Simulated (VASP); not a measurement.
Here is a VASP 6.6.1 calculation.

Contents of INCAR:

```
PREC     = Accurate       # precision mode
ENCUT    = 520            # plane-wave cutoff, eV
EDIFF    = 1E-6           # SCF threshold, eV
ISMEAR   = -1             # smearing method
SIGMA    = 0.05           # smearing width, eV
LREAL    = F              # projectors in reciprocal space
LASPH    = T              # aspherical terms in the spheres
NELM     = 80             # most SCF steps
ALGO     = Normal         # electronic algorithm
ISIF     = 2              # what is computed and relaxed
LWAVE    = F              # write WAVECAR
LCHARG   = F              # write CHGCAR
GGA      = RE             # functional
NBANDS   = 31             # bands
```

KPOINTS

```
Automatic mesh
0
Gamma
  8 8 5
```

POSCAR

```
HfO2
1.0
    3.6226251501      0.0000000000      0.0000000000
    0.0000000000      3.6226251501      0.0000000000
    0.0000000000      0.0000000000      5.3208934339
Hf O
2 4
Direct
    0.0000000000      0.0000000000      0.0000000000
    0.5000000000      0.5000000000      0.5000000000
    0.0000000000      0.5000000000      0.1892061083
    0.5000000000      0.0000000000      0.3107938917
    0.5000000000      0.0000000000      0.8107938917
    0.0000000000      0.5000000000      0.6892061083
```

Potentials or basis: VASP PAW PBE potentials, release 64 (Hf_pv, O).

Launch:

```sh
$ cat potpaw_PBE.64/Hf_pv/POTCAR potpaw_PBE.64/O/POTCAR > POTCAR
$ mpirun -np 1 vasp_std > vasp.out
```

(1) What does it give for the pressure?

(2) Predict the band gap on the k mesh.

(3) Predict the largest force.

Answers

(1) -3.0 GPa.

(2) 4.69 eV (least direct gap 4.75 eV).

(3) 0.055 eV/Å.

Caveat: the cell stands under tension; the PAW data sets were made with another functional, which shifts forces and pressure a little; spin-orbit coupling is left out, which moves the levels of the heavy elements; an odd mesh through Γ misses points on the zone boundary, where band edges can lie.
